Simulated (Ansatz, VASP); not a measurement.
## Rb in VASP and in Ansatz

The input INCAR:

```
SYSTEM = Rb
  PREC = Accurate
  ENCUT = 520
  EDIFF = 1E-7
  ISMEAR = 0
  SIGMA = 0.15
  LREAL = .FALSE.
  LASPH = .TRUE.
  NELM = 80
  ALGO = Normal
  ISIF = 2
  LWAVE = .FALSE.
  LCHARG = .TRUE.
  GGA = PE
  IVDW = 12
  LELF = .TRUE.
  LVHAR = .TRUE.
  NBANDS = 10
```

Contents of KPOINTS:

```
regular mesh
0
G
  12 12 12
  0 0 0
```

Contents of POSCAR:

```
Rb
1.0
    0.0000000000      3.6398846700      3.6398846700
    3.6398846700      0.0000000000      3.6398846700
    3.6398846700      3.6398846700      0.0000000000
Rb
1
Direct
    0.0000000000      0.0000000000      0.0000000000
```

Input for Ansatz:

```yaml
crystal:
  lattice:
    - [0.0, 3.63988467, 3.63988467]
    - [3.63988467, 0.0, 3.63988467]
    - [3.63988467, 3.63988467, 0.0]
  atoms:
    - { symbol: Rb, position: [0.0, 0.0, 0.0] }
basis:
  ecutwfc: 420
kpoints:
  mp_grid: { grid: [12, 12, 12] }
hamiltonian:
  xc: pbe
  dispersion: d3bj
scf:
  occupations: { method: gaussian, width: 0.15 }
output:
  forces: true
  stress: true
  eigenvalues: true
```

Alike in both runs: task single point; functional PBE; dispersion D3(BJ); k mesh 12 × 12 × 12; occupations gaussian, width 0.15 eV; no spin polarisation.

|  | VASP | Ansatz |
| --- | --- | --- |
| version | VASP 6.6.1 | Ansatz 0.2.0 |
| potentials or method | VASP PAW PBE potentials, release 64 (Rb_sv), cutoff 520 eV | scalar-relativistic, plane waves, PAW |
| valence electrons in the cell | 9 | 9 |

```tsv
	VASP	Ansatz	Ansatz less VASP
gap on the k mesh at the Fermi level (eV)	none	none	-
pressure (GPa)	-0.3	-0.3	0.00
```

A gap of «none» marks a metal or a gap that the smearing closes.
